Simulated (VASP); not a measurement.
# LiH (Fm-3m) in VASP: notebook, part 2 of 2

VASP 6.6.1. The steps go on from the part before.

### Step 3. Single point, HF

This run uses another cell than the first one, of 8.51 Å³/atom, 1.087 times its volume.

File POSCAR:

```
LiH
1.0
    4.0840000000      0.0000000000      0.0000000000
    0.0000000000      4.0840000000      0.0000000000
    0.0000000000      0.0000000000      4.0840000000
Li H
4 4
Direct
    0.0000000000      0.0000000000      0.0000000000
    0.5000000000      0.5000000000      0.0000000000
    0.5000000000      0.0000000000      0.5000000000
    0.0000000000      0.5000000000      0.5000000000
    0.5000000000      0.5000000000      0.5000000000
    1.0000000000      1.0000000000      0.5000000000
    1.0000000000      0.5000000000      1.0000000000
    0.5000000000      1.0000000000      1.0000000000
```

File INCAR.step1:

```
SYSTEM = LiH
  PREC = Accurate
  ENCUT = 650
  EDIFF = 1E-5
  ISMEAR = 0
  SIGMA = 0.01
  LREAL = .FALSE.
  LASPH = .TRUE.
  NELM = 120
  ALGO = Normal
  ISIF = 2
  LWAVE = .TRUE.
  LCHARG = .FALSE.
  NBANDS = 18
  GGA = PE
  GGA_COMPAT = .FALSE.
```

File INCAR.step2:

```
SYSTEM = LiH
  PREC = Accurate
  ENCUT = 650
  EDIFF = 1E-6
  ISMEAR = 0
  SIGMA = 0.01
  LREAL = .FALSE.
  LASPH = .TRUE.
  NELM = 120
  ALGO = Normal
  ISIF = 2
  LWAVE = .FALSE.
  LCHARG = .FALSE.
  GGA = PE
  LHFCALC = .TRUE.
  AEXX = 1.0
  ALDAC = 0.0
  AGGAC = 0.0
  PRECFOCK = Normal
  NBANDS = 18
  ISTART = 1
  GGA_COMPAT = .FALSE.
```

File KPOINTS:

```
Automatic mesh
0
G
  1 1 1
  0 0 0
```

Potentials or basis: VASP PAW PBE potentials, release 64 (Li_sv, H).

Run with:

```sh
$ cat potpaw_PBE.64/Li_sv/POTCAR potpaw_PBE.64/H/POTCAR > POTCAR
$ cp INCAR.step1 INCAR
$ mpirun -np 1 vasp_gam > vasp.out
$ cp INCAR.step2 INCAR
$ mpirun -np 1 vasp_gam > vasp.out
```

OUTCAR:

```text
SYSTEM = LiH
   PREC = Accurate
   ENCUT = 650
   EDIFF = 1E-6
   ISMEAR = 0
   LREAL = .FALSE.
   LASPH = .TRUE.
   NELM = 120
   ISIF = 2
   GGA = PE
   LHFCALC = .TRUE.
   AEXX = 1.0
   PRECFOCK = Normal
   ISTART = 1

 ion  position               nearest neighbor table
   1  0.000  0.000  0.000-
   2  0.500  0.500  0.000-
   3  0.500  0.000  0.500-
   4  0.000  0.500  0.500-
   5  0.500  0.500  0.500-
   6  0.000  0.000  0.500-
   7  0.000  0.500  0.000-
   8  0.500  0.000  0.000-

  LATTYP: Found a simple cubic cell.
 ALAT       =     4.0840000000

  Lattice vectors:

 A1 = (   4.0840000000,   0.0000000000,   0.0000000000)
 A2 = (   0.0000000000,   4.0840000000,   0.0000000000)
 A3 = (   0.0000000000,   0.0000000000,   4.0840000000)

Analysis of symmetry for initial positions (statically):
=====================================================================
 Subroutine PRICEL returns following result:

  LATTYP: Found a face centered cubic cell.
 ALAT       =     4.0840000000

  Lattice vectors:

 A1 = (   2.0420000000,  -2.0420000000,   0.0000000000)
 A2 = (   2.0420000000,   0.0000000000,   2.0420000000)
 A3 = (   0.0000000000,  -2.0420000000,   2.0420000000)

   4 primitive cells build up your supercell.

 Routine SETGRP: Setting up the symmetry group for a
 simple cubic supercell.

 Subroutine GETGRP returns: Found 48 space group operations
 (whereof 48 operations were pure point group operations)
 out of a pool of 48 trial point group operations.

The static configuration has the point symmetry O_h .

Analysis of symmetry for dynamics (positions and initial velocities):
=====================================================================
 Subroutine PRICEL returns following result:

  LATTYP: Found a face centered cubic cell.
 ALAT       =     4.0840000000

  Lattice vectors:

 A1 = (   2.0420000000,  -2.0420000000,   0.0000000000)
 A2 = (   2.0420000000,   0.0000000000,   2.0420000000)
 A3 = (   0.0000000000,  -2.0420000000,   2.0420000000)

   4 primitive cells build up your supercell.

 Routine SETGRP: Setting up the symmetry group for a
 simple cubic supercell.

 Subroutine GETGRP returns: Found 48 space group operations
 (whereof 48 operations were pure point group operations)
 out of a pool of 48 trial point group operations.

The dynamic configuration has the point symmetry O_h .

 Subroutine INISYM returns: Found 48 space group operations
 (whereof 48 operations are pure point group operations),
 and found     4 'primitive' translations

----------------------------------------------------------------------------------------

                                     Primitive cell

  volume of cell :      17.0293

  direct lattice vectors                    reciprocal lattice vectors
     2.042000000 -2.042000000  0.000000000     0.244857982 -0.244857982 -0.244857982
     2.042000000  0.000000000  2.042000000     0.244857982  0.244857982  0.244857982
     0.000000000 -2.042000000  2.042000000    -0.244857982 -0.244857982  0.244857982

  length of vectors
     2.887824094  2.887824094  2.887824094     0.424106466  0.424106466  0.424106466

  position of ions in fractional coordinates (direct lattice)
     0.000000000  0.000000000  0.000000000
     0.500000000  0.500000000  0.500000000

  ion indices of the primitive-cell ions
   primitive index   ion index
                 1           1
                 2           7

----------------------------------------------------------------------------------------

 KPOINTS: Automatic mesh

Automatic generation of k-mesh.
 Grid dimensions read from file:
 generate k-points for:    1    1    1

 Generating k-lattice:

  Cartesian coordinates                     Fractional coordinates (reciprocal lattice)
     0.244857982  0.000000000  0.000000000     1.000000000  0.000000000  0.000000000
     0.000000000  0.244857982  0.000000000     0.000000000  1.000000000  0.000000000
     0.000000000  0.000000000  0.244857982     0.000000000  0.000000000  1.000000000

  Length of vectors
     0.244857982  0.244857982  0.244857982

  Shift w.r.t. Gamma in fractional coordinates (k-lattice)
     0.000000000  0.000000000  0.000000000

 Subroutine IBZKPT returns following result:
 ===========================================

 Found      1 irreducible k-points:

 Following reciprocal coordinates:
            Coordinates               Weight
  0.000000  0.000000  0.000000      1.000000
   k-points           NKPTS =      1   k-points in BZ     NKDIM =      1   number of bands    NBANDS=     18
   number of dos      NEDOS =    301   number of ions     NIONS =      8
   total plane-waves  NPLWV =  46656
   dimension x,y,z NGX =    36 NGY =   36 NGZ =   36
   dimension x,y,z NGXF=    72 NGYF=   72 NGZF=   72
   ions per type =               4   4
   NGX,Y,Z   is equivalent  to a cutoff of  14.65, 14.65, 14.65 a.u.
   NGXF,Y,Z  is equivalent  to a cutoff of  29.31, 29.31, 29.31 a.u.
 SYSTEM =  LiH
   PREC   = accura    normal or accurate (medium, high low for compatibility)
   ISTART =      1    job   : 0-new  1-cont  2-samecut
   ICHARG =      0    charge: 1-file 2-atom 10-const
   ISPIN  =      1    spin polarized calculation?
   LNONCOLLINEAR =      F non collinear calculations
   LSORBIT =      F    spin-orbit coupling
   LASPH  =      T    aspherical Exc in radial PAW
   ENCUT  =  650.0 eV  47.77 Ry    6.91 a.u.   8.49  8.49  8.49*2*pi/ulx,y,z
   NELM   =    120;   NELMIN=  2; NELMDL=  0     # of ELM steps
   EDIFF  = 0.1E-05   stopping-criterion for ELM
   LREAL  =      F    real-space projection
   EDIFFG = 0.1E-04   stopping-criterion for IOM
   NSW    =      0    number of steps for IOM
   IBRION =     -1    ionic relax: 0-MD 1-quasi-New 2-CG
   NFREE  =      0    steps in history (QN), initial steepest desc. (CG)
   ISIF   =      2    stress and relaxation
   ISYM   =      3    0-nonsym 1-usesym 2-fastsym
   POTIM  = 0.5000    time-step for ionic-motion
   TEBEG  =    0.0;   TEEND  =   0.0 temperature during run
   PSTRESS=    0.0 pullay stress
   NELECT =      16.0000    total number of electrons
   NUPDOWN=      -1.0000    fix difference up-down
   EMIN   =  10.00;   EMAX   =-10.00  energy-range for DOS
   EFERMI =   0.00;   METHOD = LEGACY
   ISMEAR =     0;   SIGMA  =   0.01  broadening in eV -4-tet -1-fermi 0-gaus
   EFERMI_NEDOS =   21; number of points for ismear=-14 and -15
   IALGO  =     38    algorithm
   IMIX   =      1    mixing-type and parameters
     AMIX     =   0.40;   BMIX     =  1.00
     AMIX_MAG =   1.60;   BMIX_MAG =  1.00
  volume/ion in A,a.u.               =       8.51        57.46
  Fermi-wavevector in a.u.,A,eV,Ry     =   1.010095  1.908804 13.881927  1.020293
  Thomas-Fermi vector in A             =   2.143064
   LORBIT       =      0    0 simple, 1 ext, 2 COOP (PROOUT), +10 PAW based schemes
   GGA     = PE    functional components
   LHFCALC =     T    Hartree Fock is set to
   PRECFOCK=normal    Normal, Fast or Accurate (Low or Medium for compatibility)
   ENCUT4O =  -1.0   cutoff for four orbital integrals eV
   NKREDX  =     1    reduce k-point grid by
   NKREDY  =     1    reduce k-point grid by
   NKREDZ  =     1    reduce k-point grid by
   AEXX    =    1.0000 exact exchange contribution
   HFSCREEN=    0.0000 screening length (either q_TF or 0.3 A-1)
   HFSCREENC=   0.0000 screening length for correlation (either q_TF or 0.3 A-1)
   ENCUTFOCK=  -1.0 apply spherical cutoff to Coloumb kernel
   IVDW    =     0    specifies the selected vdW correction
   LEPSILON=     F    determine dielectric tensor
   LRPA    =     F    only Hartree local field effects (RPA)
 non-spin polarized calculation
 Gauss-broadening in eV      SIGMA  =   0.01
  energy-cutoff  :      650.00
  volume of cell :       68.12
 maximum number of plane-waves:      1277
 NGX is ok and might be reduce to    36
  NGX = 28; NGY = 28; NGZ = 28

 number of electron      15.9999995 magnetization

 Free energy of the ion-electron system (eV)
  ---------------------------------------------------
  ext. energy  EPLUGINS =         0.00000000
  ---------------------------------------------------
  free energy    TOTEN  =       -34.73699866 eV

  energy without entropy =      -34.73699866  energy(sigma->0) =      -34.73699866

 E-fermi :  -4.8209     XC(G=0):   0.0000

 val. band max:       -5.0150707600   @ k =   0.0000   0.0000   0.0000
 cond. band min:       8.1720681331   @ k =   0.0000   0.0000   0.0000
 fundamental gap:     13.1871388931
 Fermi energy:        -4.8209461997

 k-point     1 :       0.0000    0.0000    0.0000
  band No.  band energies     occupation
      1     -60.7816      2.00000
      2     -60.7497      2.00000
      3     -60.7497      2.00000
      4     -60.7497      2.00000
      5     -11.0047      2.00000
      6      -5.0151      2.00000
[... 10 lines left out ...]
     17      16.1897      0.00000
     18      19.2861      0.00000

------------------------ aborting loop because EDIFF is reached ----------------------------------------

  FORCE on cell =-STRESS in cart. coord.  units (eV):
  Direction    XX          YY          ZZ          XY          YZ          ZX
  --------------------------------------------------------------------------------------
  -------------------------------------------------------------------------------------
  Total        7.0246872      7.0246872      7.0246872      0.0000000     -0.0000000      0.0000000
  in kB      165.2267544    165.2267544    165.2267544      0.0000000     -0.0000000      0.0000000
  external PRESSURE =     165.2267544 kB  Pullay stress =       0.0000000 kB

 VOLUME and BASIS-vectors are now :
 -----------------------------------------------------------------------------
  energy-cutoff  :      650.00
  volume of cell :       68.12
      direct lattice vectors                 reciprocal lattice vectors
     4.084000000  0.000000000  0.000000000     0.244857982  0.000000000  0.000000000
     0.000000000  4.084000000  0.000000000     0.000000000  0.244857982  0.000000000
     0.000000000  0.000000000  4.084000000     0.000000000  0.000000000  0.244857982

 POSITION                                       TOTAL-FORCE (eV/Angst)
 -----------------------------------------------------------------------------------
      0.00000      0.00000      0.00000        -0.000000      0.000000      0.000000
      2.04200      2.04200      0.00000        -0.000000     -0.000000      0.000000
      2.04200      0.00000      2.04200        -0.000000      0.000000     -0.000000
      0.00000      2.04200      2.04200         0.000000     -0.000000      0.000000
      2.04200      2.04200      2.04200         0.000000      0.000000     -0.000000
      0.00000      0.00000      2.04200         0.000000      0.000000      0.000000
      0.00000      2.04200      0.00000        -0.000000     -0.000000      0.000000
      2.04200      0.00000      0.00000         0.000000     -0.000000      0.000000
 -----------------------------------------------------------------------------------
    total drift:                                0.000002     -0.000001      0.000002

  FREE ENERGIE OF THE ION-ELECTRON SYSTEM (eV)
  ---------------------------------------------------
  free  energy   TOTEN  =       -34.7369986620 eV

  energy  without entropy=      -34.7369986620  energy(sigma->0) =      -34.73699866
```

Run time: 8.1 s. Hardware: 1 thread of Intel Xeon 6975P-C (Granite Rapids), shared host; peak memory 0.18 GiB.

Results:

```yaml
Free_energy: -34.7370 eV
Pressure: 16.5 GPa
Band_gap_on_the_k_mesh: 13.19 eV
```

Caveat: the k points lie up to 1.54 Å⁻¹ apart; the PAW data sets were made with another functional, which shifts forces and pressure a little.

### Step 4. Single point, HF

This run uses another cell than the first one, of 8.51 Å³/atom, 1.087 times its volume.

POSCAR is that of step 3.

File INCAR.step1:

```
PREC = Accurate ; ENCUT = 650
EDIFF = 1E-5 ; ISMEAR = 0
SIGMA = 0.01 ; LREAL = F
LASPH = T ; NELM = 120
ALGO = Normal ; ISIF = 2
LWAVE = T ; NBANDS = 18
GGA = PE ; GGA_COMPAT = F
```

File INCAR.step2:

```
PREC = Accurate ; ENCUT = 650
EDIFF = 1E-6 ; ISMEAR = 0
SIGMA = 0.01 ; LREAL = F
LASPH = T ; NELM = 120
ALGO = Normal ; ISIF = 2
LWAVE = F ; LCHARG = T
GGA = PE ; LHFCALC = T
AEXX = 1.0 ; ALDAC = 0.0
AGGAC = 0.0 ; PRECFOCK = Normal
LELF = T ; LVHAR = T
NBANDS = 18 ; ISTART = 1
GGA_COMPAT = F
```

File KPOINTS:

```
regular mesh
0
Gamma
  1 1 1
```

Run with:

```sh
$ cat potpaw_PBE.64/Li_sv/POTCAR potpaw_PBE.64/H/POTCAR > POTCAR
$ cp INCAR.step1 INCAR
$ mpirun -np 1 vasp_gam > vasp.out
$ cp INCAR.step2 INCAR
$ mpirun -np 1 vasp_gam > vasp.out
```

Run time: 8.8 s. Hardware: 1 thread of Intel Xeon 6975P-C (Granite Rapids), shared host; peak memory 0.19 GiB.

The run converged. Its results:

```
Free energy            : -34.7370 eV
Pressure               : 16.5 GPa
Band gap on the k mesh : 13.19 eV
```

Levels at points of the mesh, in eV from the valence-band top:
```tsv
k point	band 6	band 7	band 8	band 9	band 10	band 11
(0.00, 0.00, 0.00)	0.00	0.00	0.00	13.19	13.19	13.19
```

Caveat: the k points lie up to 1.54 Å⁻¹ apart; the PAW data sets were made with another functional, which shifts forces and pressure a little.
